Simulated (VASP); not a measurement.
## Mg: relaxation of the atoms with LDA

Mg, a slab with vacuum:

```
Mg
1.0
     3.14661    0.00000    0.00000
    -1.57331    2.72505    0.00000
     0.00000    0.00000   25.07778
Mg
5
Direct
  0.33333 0.66667 0.29907
  0.66667 0.33333 0.39953
  0.33333 0.66667 0.50000
  0.66667 0.33333 0.60047
  0.33333 0.66667 0.70093
```

- Program: VASP 6.6.1
- Task: relaxation of the atoms
- Functional: LDA
- Potentials or basis: VASP PAW LDA potentials, release 64 (Mg)
- Cutoff: 520 eV
- k mesh: 12 × 12 × 1
- Occupations: gaussian, width 0.1 eV
- Spin: no spin polarisation
- Dipole correction: yes
- Further INCAR settings: ALGO = Normal; EDIFF = 1e-07; NELMDL = -8; IBRION = 2; EDIFFG = -0.02; NSW = 80

| Property | Result |
| --- | --- |
| Energy gained by relaxing | 1.0 meV/atom |
| Ionic steps | 8 |
| Largest force after relaxing | 0.013 eV/Å |
| Band gap on the k mesh | zero (bands 5 and 6 overlap by 1.85 eV) |

Forces in eV/Å, atoms in the order of the input:
```
Mg   0.000  0.000 -0.010
Mg   0.000  0.000 -0.013
Mg   0.000  0.000  0.000
Mg   0.000  0.000  0.013
Mg   0.000  0.000  0.010
```

Step by step:
| step | energy change (eV) | largest force (eV/Å) | pressure (GPa) |
| --- | --- | --- | --- |
| 1 | 0.0000 | 0.0818 | -0.58 |
| 2 | -0.0010 | 0.0720 | -0.59 |
| 3 | -0.0029 | 0.0433 | -0.62 |
| 4 | -0.0022 | 0.0810 | -0.68 |
| 5 | -0.0034 | 0.0272 | -0.65 |
| 6 | -0.0036 | 0.0258 | -0.66 |
| 7 | -0.0042 | 0.0214 | -0.69 |
| 8 | -0.0051 | 0.0129 | -0.74 |

Final structure:
```
Mg
1.0
     3.14661    0.00000    0.00000
    -1.57331    2.72505    0.00000
     0.00000    0.00000   25.07778
Mg
5
Direct
  0.33333 0.66667 0.29685
  0.66667 0.33333 0.39957
  0.33333 0.66667 0.50000
  0.66667 0.33333 0.60043
  0.33333 0.66667 0.70315
```

Levels at points of the mesh, in eV from the Fermi level:
| k point | band 3 | band 4 | band 5 | band 6 | band 7 | band 8 |
| --- | --- | --- | --- | --- | --- | --- |
| (0.00, 0.00, 0.00) | -5.43 | -4.20 | -2.59 | -1.14 | 0.84 | 2.42 |
| (0.50, 0.00, 0.00) | -1.54 | -1.39 | -0.85 | -0.21 | 0.63 | 0.80 |

It took 2.8 min on 1 thread of Intel(R) Xeon(R) Platinum 8259CL CPU @ 2.50GHz (Skylake/Cascade Lake), on a shared host, peak memory 0.26 GiB.
